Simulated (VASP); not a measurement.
# MoSe (Fm-3m) in VASP: a series of runs, part 2 of 2

VASP 6.6.1.

## 3. Single point, PBE, collinear spin

Contents of INCAR:

```
SYSTEM = MoSe
  PREC = Accurate
  ENCUT = 520
  EDIFF = 1E-6
  ISMEAR = 0
  SIGMA = 0.1
  LREAL = .FALSE.
  LASPH = .TRUE.
  NELM = 150
  ALGO = Normal
  ISIF = 2
  LWAVE = .FALSE.
  LCHARG = .TRUE.
  ISPIN = 2
  MAGMOM = -0.56 0
  LORBIT = 11
  LMAXMIX = 4
  GGA = PE
  LELF = .TRUE.
  LVHAR = .TRUE.
  NBANDS = 21
```

Contents of KPOINTS:

```
regular mesh
0
G
  14 14 14
  0 0 0
```

Contents of POSCAR:

```
MoSe
1.0
    0.0000000000      2.6101627283      2.6101627283
    2.6101627283      0.0000000000      2.6101627283
    2.6101627283      2.6101627283      0.0000000000
Mo Se
1 1
Direct
    0.0000000000      0.0000000000      0.0000000000
    0.5000000000      0.5000000000      0.5000000000
```

Potentials or basis: VASP PAW PBE potentials, release 64 (Mo_sv, Se).

Launch:

```bash
$ cat potpaw_PBE.64/Mo_sv/POTCAR potpaw_PBE.64/Se/POTCAR > POTCAR
$ mpirun -np 1 vasp_std > vasp.out
```

Wall time 2.1 min (1 thread of Intel Xeon 6975P-C (Granite Rapids), shared host); peak memory 0.26 GiB.

Results (log left out):

| Property | Result |
| --- | --- |
| Free energy | -13.2964 eV |
| Pressure | 0.2 GPa |
| Band gap on the k mesh | zero (filled and empty bands overlap) |
| Net moment | -0.01 μB per cell |
| Valence electrons inside the program's atomic spheres | Mo 12.37; Se 3.94 |

Levels at points of the mesh, in eV from the Fermi level:
Spin up:
```tsv
k point	band 7	band 8	band 9	band 10	band 11	band 12	band 13	band 14
(0.00, 0.00, 0.00)	-2.27	-2.27	-1.95	-1.95	-1.95	-1.56	-1.56	2.72
(0.50, 0.00, 0.00)	-5.56	-5.56	-0.07	-0.07	0.57	2.56	4.72	4.72
(0.50, 0.50, 0.00)	-3.81	-3.81	-3.55	-0.71	0.53	0.53	1.41	2.71
```
Spin down:
```csv
k point,band 8,band 9,band 10,band 11,band 12,band 13
"(0.00, 0.00, 0.00)",-2.27,-1.96,-1.96,-1.96,-1.56,-1.56
"(0.50, 0.00, 0.00)",-5.56,-0.07,-0.07,0.57,2.56,4.71
"(0.50, 0.50, 0.00)",-3.81,-3.55,-0.72,0.52,0.52,1.40
```

## 4. Single point, PBE, collinear spin

Contents of INCAR:

```
PREC     = Accurate       # precision mode
ENCUT    = 520            # plane-wave cutoff, eV
EDIFF    = 1E-7           # SCF threshold, eV
ISMEAR   = 0              # smearing method
SIGMA    = 0.1            # smearing width, eV
LREAL    = F              # projectors in reciprocal space
LASPH    = T              # aspherical terms in the spheres
NELM     = 150            # most SCF steps
ALGO     = Normal         # electronic algorithm
ISIF     = 2              # what is computed and relaxed
LWAVE    = F              # write WAVECAR
LCHARG   = T              # write CHGCAR
ISPIN    = 2              # spin polarisation
MAGMOM   = 3.5 0          # initial moments
LORBIT   = 11             # projections on sites
LMAXMIX  = 4              # l up to which the mixer works
GGA      = PE             # functional
LELF     = T              # ELF
LVHAR    = T            
NBANDS   = 21             # bands
```

Contents of KPOINTS:

```
Automatic mesh
0
Gamma
  14 14 14
```

POSCAR is that of step 3.

Launch:

```bash
$ cat potpaw_PBE.64/Mo_sv/POTCAR potpaw_PBE.64/Se/POTCAR > POTCAR
$ mpirun -np 1 vasp_std > vasp.out
```

Wall time 97 s (1 thread of Intel Xeon 6975P-C (Granite Rapids), shared host); peak memory 0.25 GiB.

Results (log left out):

```
Free energy                                           : -13.2915 eV
Pressure                                              : 5.3 GPa
Net moment                                            : 1.75 μB per cell
Site moments                                          : Mo +1.56; Se +0.01 μB
Valence electrons inside the program's atomic spheres : Mo 12.38; Se 3.95
```

Levels at points of the mesh, in eV from the Fermi level:
Spin up:
| k point | band 7 | band 8 | band 9 | band 10 | band 11 | band 12 | band 13 | band 14 | band 15 | band 16 |
| --- | --- | --- | --- | --- | --- | --- | --- | --- | --- | --- |
| (0.00, 0.00, 0.00) | -2.42 | -2.42 | -2.26 | -2.26 | -2.26 | -1.87 | -1.87 | 2.55 | 7.90 | 11.88 |
| (0.50, 0.00, 0.00) | -5.70 | -5.70 | -0.61 | -0.61 | 0.07 | 2.45 | 4.51 | 4.51 | 6.18 | 6.18 |
| (0.50, 0.50, 0.00) | -3.94 | -3.82 | -3.82 | -1.04 | -0.06 | -0.06 | 1.08 | 2.44 | 9.34 | 10.59 |
Spin down:
| k point | band 6 | band 7 | band 8 | band 9 | band 10 | band 11 | band 12 | band 13 |
| --- | --- | --- | --- | --- | --- | --- | --- | --- |
| (0.00, 0.00, 0.00) | -2.21 | -2.21 | -2.21 | -1.30 | -1.30 | -1.30 | -1.09 | -1.09 |
| (0.50, 0.00, 0.00) | -7.71 | -5.32 | -5.32 | 0.70 | 0.70 | 1.29 | 2.74 | 5.09 |
| (0.50, 0.50, 0.00) | -6.16 | -3.72 | -3.72 | -3.02 | -0.21 | 1.37 | 1.37 | 1.90 |

Caveat: the cell stands under pressure.

## 5. Single point, PBE, collinear spin

Contents of INCAR:

```
  ALGO = Normal
  EDIFF = 1E-7
  ENCUT = 520
  GGA = PE
  ISIF = 2
  ISMEAR = 0
  ISPIN = 2
  LASPH = T
  LCHARG = T
  LELF = T
  LMAXMIX = 4
  LORBIT = 11
  LREAL = F
  LVHAR = T
  LWAVE = F
  MAGMOM = 0.34 0
  NBANDS = 21
  NELM = 150
  NUPDOWN = 0.38
  PREC = Accurate
  SIGMA = 0.1
```

Contents of KPOINTS:

```
k-points
0
Gamma
  14 14 14
```

POSCAR is that of step 4.

Potentials or basis: VASP PAW PBE potentials, release 64 (Mo_sv, Se).

Launch:

```bash
$ cat potpaw_PBE.64/Mo_sv/POTCAR potpaw_PBE.64/Se/POTCAR > POTCAR
$ mpirun -np 1 vasp_std > vasp.out
```

OUTCAR:

```text
EDIFF = 1E-7
   ENCUT = 520
   GGA = PE
   ISIF = 2
   ISMEAR = 0
   ISPIN = 2
   LASPH = T
   LORBIT = 11
   LREAL = F
   NELM = 150
   NUPDOWN = 0.38
   PREC = Accurate

 ion  position               nearest neighbor table
   1  0.000  0.000  0.000-   2 2.61   2 2.61   2 2.61   2 2.61   2 2.61   2 2.61
   2  0.500  0.500  0.500-   1 2.61   1 2.61   1 2.61   1 2.61   1 2.61   1 2.61

  LATTYP: Found a face centered cubic cell.
 ALAT       =     5.2203254566

  Lattice vectors:

 A1 = (   0.0000000000,   2.6101627283,   2.6101627283)
 A2 = (   2.6101627283,   0.0000000000,   2.6101627283)
 A3 = (   2.6101627283,   2.6101627283,   0.0000000000)

Analysis of symmetry for initial positions (statically):
=====================================================================
 Subroutine PRICEL returns:
 Original cell was already a primitive cell.

 Routine SETGRP: Setting up the symmetry group for a
 face centered cubic supercell.

[... 772 lines left out ...]
      2     -25.6183      1.00000
      3     -25.6183      1.00000
      4     -25.6183      1.00000
      5      -6.3292      1.00000
      6       7.3517      1.00000
[... 565 lines left out ...]
     20      25.0865      0.00000
     21      27.1830      0.00000

 [... further k-points ...]

------------------------ aborting loop because EDIFF is reached ----------------------------------------

  FORCE on cell =-STRESS in cart. coord.  units (eV):
  Direction    XX          YY          ZZ          XY          YZ          ZX
  --------------------------------------------------------------------------------------
  -------------------------------------------------------------------------------------
  Total        0.1105612      0.1105612      0.1105612      0.0000000     -0.0000000      0.0000000
  in kB        4.9805878      4.9805878      4.9805878      0.0000000     -0.0000000      0.0000000
  external PRESSURE =       4.9805878 kB  Pullay stress =       0.0000000 kB

 VOLUME and BASIS-vectors are now :
 -----------------------------------------------------------------------------
  energy-cutoff  :      520.00
  volume of cell :       35.57
      direct lattice vectors                 reciprocal lattice vectors
     0.000000000  2.610162728  2.610162728    -0.191558938  0.191558938  0.191558938
     2.610162728  0.000000000  2.610162728     0.191558938 -0.191558938  0.191558938
     2.610162728  2.610162728  0.000000000     0.191558938  0.191558938 -0.191558938

 POSITION                                       TOTAL-FORCE (eV/Angst)
 -----------------------------------------------------------------------------------
      0.00000      0.00000      0.00000        -0.000000      0.000000     -0.000000
      2.61016      2.61016      2.61016         0.000000      0.000000      0.000000
 -----------------------------------------------------------------------------------
    total drift:                               -0.000000      0.000000      0.000000

  FREE ENERGIE OF THE ION-ELECTRON SYSTEM (eV)
  ---------------------------------------------------
  free  energy   TOTEN  =       -13.2960806358 eV

  energy  without entropy=      -13.2804298950  energy(sigma->0) =      -13.28825527

 total charge

# of ion       s       p       d       tot
------------------------------------------
    1        2.205   6.092   4.068  12.365
    2        1.430   2.390   0.121   3.940
--------------------------------------------------
tot          3.634   8.482   4.189  16.305

 magnetization (x)

# of ion       s       p       d       tot
------------------------------------------
    1        0.004   0.002   0.346   0.352
    2        0.000  -0.006   0.002  -0.004
--------------------------------------------------
tot          0.004  -0.004   0.348   0.348
```

Run time: 80 s. Hardware: 1 thread of Intel Xeon 6975P-C (Granite Rapids), shared host; peak memory 0.25 GiB.

Results:

```
Free energy                                           : -13.2961 eV
Pressure                                              : 0.5 GPa
Net moment                                            : 0.38 μB per cell
Site moments                                          : Mo +0.35; Se -0.00 μB
Valence electrons inside the program's atomic spheres : Mo 12.37; Se 3.94
```

Caveat: the total moment is fixed, so each spin has its own Fermi level.

## 6. Overview

```csv
task,spin,fixed moment (μB),cell,cutoff (eV),gap on the mesh (eV),pressure (GPa),moment (μB)
relaxation of cell and atoms,off,-,relaxed,600,none,0.0,-
single point,collinear,-,as given,520,none,5.3,1.75
single point,collinear,0.38,as given,520,-,0.5,0.38
```

Alike in all rows: level PBE; potentials or basis VASP PAW PBE potentials, release 64 (Mo_sv, Se); k mesh 14 × 14 × 14; smearing gaussian 0.1 eV.

Caveats: the cell stands under pressure (at least some runs); the total moment is fixed, so each spin has its own Fermi level (at least some runs).

Absolute energies hang on the potentials; compare differences alone.
